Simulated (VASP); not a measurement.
# Zn5S6 in VASP: further runs

Zn5S6 is run at these levels: PBEsol; tasks: single point.

Everything below comes from runs of VASP 6.6.1. Logs are shortened: lines on timing, memory, paths and dates and some standing lists are left out, and cuts for length are marked.

### 1 The cell of the first run

The cell holds a slab with vacuum, 11 atoms: a = 3.788 Å, b = 3.788 Å, c = 28.391 Å, α = 90.00°, β = 90.00°, γ = 90.00°.

### 2 Single point, PBEsol

File INCAR:

```
SYSTEM = Zn5S6
  ALGO = Normal
  DIPOL = 0.5 0.5 0.500
  EDIFF = 1E-7
  ENCUT = 520
  GGA = PS
  IDIPOL = 3
  ISIF = 2
  ISMEAR = 0
  LASPH = .TRUE.
  LCHARG = .FALSE.
  LDIPOL = .TRUE.
  LREAL = .FALSE.
  LWAVE = .FALSE.
  NBANDS = 59
  NELM = 100
  PREC = Accurate
  SIGMA = 0.05
```

File KPOINTS:

```
k-points
0
G
  7 7 1
  0 0 0
```

File POSCAR:

```
Zn5S6
1.0
    3.7876303068      0.0000000000      0.0000000000
    0.0000000000      3.7876303068      0.0000000000
    0.0000000000      0.0000000000     28.3912953727
S Zn
6 5
Direct
    0.0000000000      0.5000000000      0.2641654740
    0.5000000000      0.0000000000      0.3584992844
    0.0000000000      0.5000000000      0.4528330948
    0.5000000000      0.0000000000      0.5471669052
    0.0000000000      0.5000000000      0.6415007156
    0.5000000000      0.0000000000      0.7358345260
    0.5000000000      0.5000000000      0.3113323792
    0.0000000000      0.0000000000      0.4056661896
    0.5000000000      0.5000000000      0.5000000000
    0.0000000000      0.0000000000      0.5943338104
    0.5000000000      0.5000000000      0.6886676208
```

Potentials or basis: VASP PAW PBE potentials, release 64 (S, Zn).

Launch:

```bash
$ cat potpaw_PBE.64/S/POTCAR potpaw_PBE.64/Zn/POTCAR > POTCAR
$ mpirun -np 1 vasp_std > vasp.out
```

OUTCAR:

```text
SYSTEM = Zn5S6
   EDIFF = 1E-7
   ENCUT = 520
   GGA = PS
   ISIF = 2
   ISMEAR = 0
   LASPH = .TRUE.
   LREAL = .FALSE.
   NELM = 100
   PREC = Accurate

 ion  position               nearest neighbor table
   1  0.000  0.500  0.264-   7 2.32   7 2.32
   2  0.500  0.000  0.358-   7 2.32   7 2.32   8 2.32   8 2.32
   3  0.000  0.500  0.453-   8 2.32   9 2.32   8 2.32   9 2.32
   4  0.500  0.000  0.547-   9 2.32  10 2.32   9 2.32  10 2.32
   5  0.000  0.500  0.642-  11 2.32  11 2.32  10 2.32  10 2.32
   6  0.500  0.000  0.736-  11 2.32  11 2.32
   7  0.500  0.500  0.311-   2 2.32   2 2.32   1 2.32   1 2.32
   8  0.000  0.000  0.406-   2 2.32   3 2.32   3 2.32   2 2.32
   9  0.500  0.500  0.500-   3 2.32   4 2.32   4 2.32   3 2.32
  10  0.000  0.000  0.594-   4 2.32   5 2.32   5 2.32   4 2.32
  11  0.500  0.500  0.689-   5 2.32   5 2.32   6 2.32   6 2.32

  LATTYP: Found a simple tetragonal cell.
 ALAT       =     3.7876303068
 C/A-ratio  =     7.4957936950

  Lattice vectors:

 A1 = (   3.7876303068,   0.0000000000,   0.0000000000)
 A2 = (   0.0000000000,   3.7876303068,   0.0000000000)
 A3 = (   0.0000000000,   0.0000000000,  28.3912953727)

Analysis of symmetry for initial positions (statically):
=====================================================================
 Subroutine PRICEL returns:
 Original cell was already a primitive cell.

 Routine SETGRP: Setting up the symmetry group for a
 simple tetragonal supercell.

 Subroutine GETGRP returns: Found  8 space group operations
 (whereof  8 operations were pure point group operations)
 out of a pool of 16 trial point group operations.

The static configuration has the point symmetry D_2d.

Analysis of symmetry for dynamics (positions and initial velocities):
=====================================================================
 Subroutine PRICEL returns:
 Original cell was already a primitive cell.

 Routine SETGRP: Setting up the symmetry group for a
 simple tetragonal supercell.

 Subroutine GETGRP returns: Found  8 space group operations
 (whereof  8 operations were pure point group operations)
 out of a pool of 16 trial point group operations.

The dynamic configuration has the point symmetry D_2d.

 Subroutine INISYM returns: Found  8 space group operations
 (whereof  8 operations are pure point group operations),
 and found     1 'primitive' translations

----------------------------------------------------------------------------------------

                                     Primitive cell

  volume of cell :     407.3056

  direct lattice vectors                    reciprocal lattice vectors
     3.787630307  0.000000000  0.000000000     0.264017319  0.000000000  0.000000000
     0.000000000  3.787630307  0.000000000     0.000000000  0.264017319  0.000000000
     0.000000000  0.000000000 28.391295373     0.000000000  0.000000000  0.035222063

  length of vectors
     3.787630307  3.787630307 28.391295373     0.264017319  0.264017319  0.035222063

  position of ions in fractional coordinates (direct lattice)
     0.000000000  0.500000000  0.264165474
     0.500000000  0.000000000  0.358499284
     0.000000000  0.500000000  0.452833095
     0.500000000  0.000000000  0.547166905
     0.000000000  0.500000000  0.641500716
     0.500000000  0.000000000  0.735834526
     0.500000000  0.500000000  0.311332379
     0.000000000  0.000000000  0.405666190
     0.500000000  0.500000000  0.500000000
     0.000000000  0.000000000  0.594333810
     0.500000000  0.500000000  0.688667621

  ion indices of the primitive-cell ions
   primitive index   ion index
                 1           1
                 2           2
                 3           3
                 4           4
                 5           5
                 6           6
                 7           7
                 8           8
                 9           9
                10          10
                11          11

----------------------------------------------------------------------------------------

 KPOINTS: k-points

Automatic generation of k-mesh.
 Grid dimensions read from file:
 generate k-points for:    7    7    1

 Generating k-lattice:

  Cartesian coordinates                     Fractional coordinates (reciprocal lattice)
     0.037716760  0.000000000  0.000000000     0.142857143  0.000000000  0.000000000
     0.000000000  0.037716760  0.000000000     0.000000000  0.142857143  0.000000000
     0.000000000  0.000000000  0.035222063     0.000000000  0.000000000  1.000000000

  Length of vectors
     0.037716760  0.037716760  0.035222063

  Shift w.r.t. Gamma in fractional coordinates (k-lattice)
     0.000000000  0.000000000  0.000000000

 Subroutine IBZKPT returns following result:
 ===========================================

 Found     10 irreducible k-points:

 Following reciprocal coordinates:
            Coordinates               Weight
  0.000000  0.000000  0.000000      1.000000
  0.142857  0.000000  0.000000      4.000000
  0.285714  0.000000  0.000000      4.000000
  0.428571  0.000000  0.000000      4.000000
  0.142857  0.142857  0.000000      4.000000
  0.285714  0.142857  0.000000      8.000000
  0.428571  0.142857  0.000000      8.000000
  0.285714  0.285714  0.000000      4.000000
  0.428571  0.285714  0.000000      8.000000
  0.428571  0.428571  0.000000      4.000000
   k-points           NKPTS =     10   k-points in BZ     NKDIM =     10   number of bands    NBANDS=     59
   number of dos      NEDOS =    301   number of ions     NIONS =     11
   total plane-waves  NPLWV = 169344
   dimension x,y,z NGX =    28 NGY =   28 NGZ =  216
   dimension x,y,z NGXF=    56 NGYF=   56 NGZF=  432
   ions per type =               6   5
   NGX,Y,Z   is equivalent  to a cutoff of  12.29, 12.29, 12.65 a.u.
   NGXF,Y,Z  is equivalent  to a cutoff of  24.58, 24.58, 25.30 a.u.
 SYSTEM =  Zn5S6
   PREC   = accura    normal or accurate (medium, high low for compatibility)
   ISTART =      0    job   : 0-new  1-cont  2-samecut
   ICHARG =      2    charge: 1-file 2-atom 10-const
   ISPIN  =      1    spin polarized calculation?
   LNONCOLLINEAR =      F non collinear calculations
   LSORBIT =      F    spin-orbit coupling
   LASPH  =      T    aspherical Exc in radial PAW
   ENCUT  =  520.0 eV  38.22 Ry    6.18 a.u.   7.04  7.04 52.79*2*pi/ulx,y,z
   NELM   =    100;   NELMIN=  2; NELMDL= -5     # of ELM steps
   EDIFF  = 0.1E-06   stopping-criterion for ELM
   LREAL  =      F    real-space projection
   EDIFFG = 0.1E-05   stopping-criterion for IOM
   NSW    =      0    number of steps for IOM
   IBRION =     -1    ionic relax: 0-MD 1-quasi-New 2-CG
   NFREE  =      0    steps in history (QN), initial steepest desc. (CG)
   ISIF   =      2    stress and relaxation
   ISYM   =      2    0-nonsym 1-usesym 2-fastsym
   POTIM  = 0.5000    time-step for ionic-motion
   TEBEG  =    0.0;   TEEND  =   0.0 temperature during run
   PSTRESS=    0.0 pullay stress
   NELECT =      96.0000    total number of electrons
   NUPDOWN=      -1.0000    fix difference up-down
   EMIN   =  10.00;   EMAX   =-10.00  energy-range for DOS
   EFERMI =   0.00;   METHOD = LEGACY
   ISMEAR =     0;   SIGMA  =   0.05  broadening in eV -4-tet -1-fermi 0-gaus
   EFERMI_NEDOS =   21; number of points for ismear=-14 and -15
   IALGO  =     38    algorithm
   IMIX   =      4    mixing-type and parameters
     AMIX     =   0.40;   BMIX     =  1.00
     AMIX_MAG =   1.60;   BMIX_MAG =  1.00
  volume/ion in A,a.u.               =      37.03       249.88
  Fermi-wavevector in a.u.,A,eV,Ry     =   1.011250  1.910985 13.913674  1.022626
  Thomas-Fermi vector in A             =   2.144288
   LORBIT       =      0    0 simple, 1 ext, 2 COOP (PROOUT), +10 PAW based schemes
   GGA     = PS    functional components
   LHFCALC =     F    Hartree Fock is set to
   AEXX    =    0.0000 exact exchange contribution
   IVDW    =     0    specifies the selected vdW correction
   LEPSILON=     F    determine dielectric tensor
   LRPA    =     F    only Hartree local field effects (RPA)
 non-spin polarized calculation
 Gauss-broadening in eV      SIGMA  =   0.05
  energy-cutoff  :      520.00
  volume of cell :      407.31
 maximum number of plane-waves:     11003
   NGX = 15   NGY = 15   NGZ =105

 dipolmoment           0.000000      0.000000      0.000000 electrons x Angstroem

 number of electron      96.0000033 magnetization

 dipolmoment           0.000000      0.000000     -0.000000 electrons x Angstroem

 Free energy of the ion-electron system (eV)
  ---------------------------------------------------
  ext. energy  EPLUGINS =         0.00000000
  ---------------------------------------------------
  free energy    TOTEN  =       -39.42872409 eV

  energy without entropy =      -39.42559151  energy(sigma->0) =      -39.42715780

 E-fermi :  -2.2601     XC(G=0):  -5.7061

 val. band max:       -2.3127396626   @ k =   0.2857   0.0000   0.0000
 cond. band min:      -2.2199911448   @ k =   0.1429   0.0000   0.0000
 fundamental gap:      0.0927485178
 Fermi energy:        -2.2601397777

 k-point     1 :       0.0000    0.0000    0.0000
  band No.  band energies     occupation
      1     -15.6165      2.00000
      2     -15.2523      2.00000
      3     -14.8582      2.00000
      4     -14.5600      2.00000
      5     -13.5444      2.00000
      6     -13.5392      2.00000
[... 51 lines left out ...]
     58       3.0613      0.00000
     59       3.6108      0.00000

 k-point     2 :       0.1429    0.0000    0.0000
  band No.  band energies     occupation
      1     -15.5143      2.00000
      2     -15.1667      2.00000
      3     -14.7972      2.00000
      4     -14.5356      2.00000
      5     -13.5170      2.00000
      6     -13.4916      2.00000
[... 492 lines left out ...]
      3     -14.2616      2.00000
      4     -14.2610      2.00000
      5     -13.0735      2.00000
      6     -13.0735      2.00000
[... 51 lines left out ...]
     58       3.8639      0.00000
     59       4.0476      0.00000

------------------------ aborting loop because EDIFF is reached ----------------------------------------

 vacuum level on the upper side and lower side of the slab       (xc-potential included)        -0.006        -0.006

  FORCE on cell =-STRESS in cart. coord.  units (eV):
  Direction    XX          YY          ZZ          XY          YZ          ZX
  --------------------------------------------------------------------------------------
  -------------------------------------------------------------------------------------
  Total       -3.4234299     -3.4234299     -0.3291358      0.0000000      0.0000000      0.0000000
  in kB      -13.4664044    -13.4664044     -1.2946885      0.0000000      0.0000000      0.0000000
  external PRESSURE =      -9.4091658 kB  Pullay stress =       0.0000000 kB

 VOLUME and BASIS-vectors are now :
 -----------------------------------------------------------------------------
  energy-cutoff  :      520.00
  volume of cell :      407.31
      direct lattice vectors                 reciprocal lattice vectors
     3.787630307  0.000000000  0.000000000     0.264017319  0.000000000  0.000000000
     0.000000000  3.787630307  0.000000000     0.000000000  0.264017319  0.000000000
     0.000000000  0.000000000 28.391295373     0.000000000  0.000000000  0.035222063

 POSITION                                       TOTAL-FORCE (eV/Angst)
 -----------------------------------------------------------------------------------
      0.00000      1.89382      7.50000        -0.000000     -0.000000      0.302485
      1.89382      0.00000     10.17826        -0.000000     -0.000000      0.318252
      0.00000      1.89382     12.85652        -0.000000     -0.000000      0.058000
      1.89382      0.00000     15.53478         0.000000     -0.000000     -0.058000
      0.00000      1.89382     18.21304        -0.000000     -0.000000     -0.318252
      1.89382      0.00000     20.89130        -0.000000     -0.000000     -0.302485
      1.89382      1.89382      8.83913         0.000000     -0.000000     -0.533285
      0.00000      0.00000     11.51739        -0.000000     -0.000000     -0.145597
      1.89382      1.89382     14.19565        -0.000000      0.000000      0.000000
      0.00000      0.00000     16.87391        -0.000000     -0.000000      0.145597
      1.89382      1.89382     19.55217        -0.000000     -0.000000      0.533285
 -----------------------------------------------------------------------------------
    total drift:                                0.000000      0.000000      0.000000

  FREE ENERGIE OF THE ION-ELECTRON SYSTEM (eV)
  ---------------------------------------------------
  free  energy   TOTEN  =       -39.4287240918 eV

  energy  without entropy=      -39.4255915144  energy(sigma->0) =      -39.42715780

 vacuum level on the upper side and lower side of the slab         4.904         4.904
```

It took 12 min on 1 thread of Intel Xeon 8259CL, shared host; peak memory 0.53 GiB.

Results:

```
Free energy            : -39.4287 eV
Largest force          : 0.533 eV/Å
Band gap on the k mesh : zero (bands 48 and 49 overlap by 1.25 eV)
```

Forces in eV/Å, atoms in the order of the input:
```
S    0.000  0.000  0.302
S    0.000  0.000  0.318
S    0.000  0.000  0.058
S    0.000  0.000 -0.058
S    0.000  0.000 -0.318
S    0.000  0.000 -0.302
Zn   0.000  0.000 -0.533
Zn   0.000  0.000 -0.146
Zn   0.000  0.000  0.000
Zn   0.000  0.000  0.146
Zn   0.000  0.000  0.533
```

Levels at points of the mesh, in eV from the Fermi level:
```csv
k point,band 45,band 46,band 47,band 48,band 49,band 50,band 51,band 52
"(0.00, 0.00, 0.00)",0.07,0.07,0.08,0.44,0.44,2.68,3.32,3.77
```

Caveat: the PAW data sets were made with another functional, which shifts forces and pressure a little.

### 3 Single point, PBEsol

File INCAR:

```
  PREC = Accurate
  ENCUT = 520
  EDIFF = 1E-6
  ISMEAR = 0
  SIGMA = 0.05
  LREAL = F
  LASPH = T
  NELM = 60
  ALGO = Normal
  ISIF = 2
  LWAVE = F
  LCHARG = T
  LDIPOL = T
  IDIPOL = 3
  DIPOL = 0.5 0.5 0.500
  GGA = PS
  LELF = T
  LVHAR = T
  LVACPOTAV = T
  NBANDS = 59
```

File KPOINTS:

```
regular mesh
0
Gamma
  7 7 1
```

File POSCAR:

```
Zn5S6
1.0
    3.7876303068      0.0000000000      0.0000000000
    0.0000000000      3.7876303068      0.0000000000
    0.0000000000      0.0000000000     28.3912953727
S Zn
6 5
Direct
    0.0000000000      0.5000000000      0.2659152194
    0.5000000000      0.0000000000      0.3594991066
    0.0000000000      0.5000000000      0.4530417081
    0.5000000000      0.0000000000      0.5469582016
    0.0000000000      0.5000000000      0.6405008806
    0.5000000000      0.0000000000      0.7340849439
    0.5000000000      0.5000000000      0.3099729990
    0.0000000000      0.0000000000      0.4053377345
    0.5000000000      0.5000000000      0.4999999573
    0.0000000000      0.0000000000      0.5946621863
    0.5000000000      0.5000000000      0.6900270625
```

Potentials or basis: VASP PAW PBE potentials, release 64 (S, Zn).

Launch:

```bash
$ cat potpaw_PBE.64/S/POTCAR potpaw_PBE.64/Zn/POTCAR > POTCAR
$ mpirun -np 1 vasp_std > vasp.out
```

Wall time 12 min (1 thread of Intel Xeon 8259CL, shared host); peak memory 0.53 GiB.

It converged, with:

- Free energy: -39.4743 eV
- Largest force: 0.011 eV/Å
- Band gap on the k mesh: zero (bands 48 and 49 overlap by 1.27 eV)

Forces on the atoms (eV/Å):
```
S    0.000  0.000 -0.008
S    0.000  0.000 -0.009
S    0.000  0.000  0.002
S    0.000  0.000 -0.002
S    0.000  0.000  0.009
S    0.000  0.000  0.008
Zn   0.000  0.000 -0.011
Zn   0.000  0.000  0.005
Zn   0.000  0.000  0.000
Zn   0.000  0.000 -0.005
Zn   0.000  0.000  0.011
```

Levels at points of the mesh, in eV from the Fermi level:
```csv
k point,band 46,band 47,band 48,band 49,band 50,band 51
"(0.00, 0.00, 0.00)",0.03,0.13,0.44,0.44,2.79,3.37
```

Caveat: the PAW data sets were made with another functional, which shifts forces and pressure a little.

(Continued in part 2 of 2.)
